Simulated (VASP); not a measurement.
Crystal: LiH.

```xyz
2
Lattice="2.5017 0.0000 0.0000 0.0000 2.5017 0.0000 0.0000 0.0000 2.4716" Properties=species:S:1:pos:R:3 pbc="T T T"
Li    0.0000    0.0000    0.0000
H     1.2508    1.2508    1.2358
```

This cell differs from its parent crystal: uniaxial z strain -1.2%.

Base run:

* Program: VASP 6.6.1
* Functional: HSE06
* Potentials or basis: VASP PAW PBE potentials, release 64 (Li_sv, H)
* Cutoff: 520 eV
* k mesh: 8 × 8 × 8
* Occupations: gaussian, width 0.01 eV
* Spin: no spin polarisation

Its results: band gap on the k mesh 1.38 eV, indirect (least direct gap 5.23 eV).

The run is repeated on the same cell with these changes: functional from HSE06 to r2SCAN; k mesh from 8 × 8 × 8 to 10 × 10 × 10. What comes out?

Band gap on the k mesh 1.26 eV, indirect (least direct gap 4.86 eV).

Several settings changed at once, so the effect can't be laid on one alone.

A k mesh can miss the band edges.
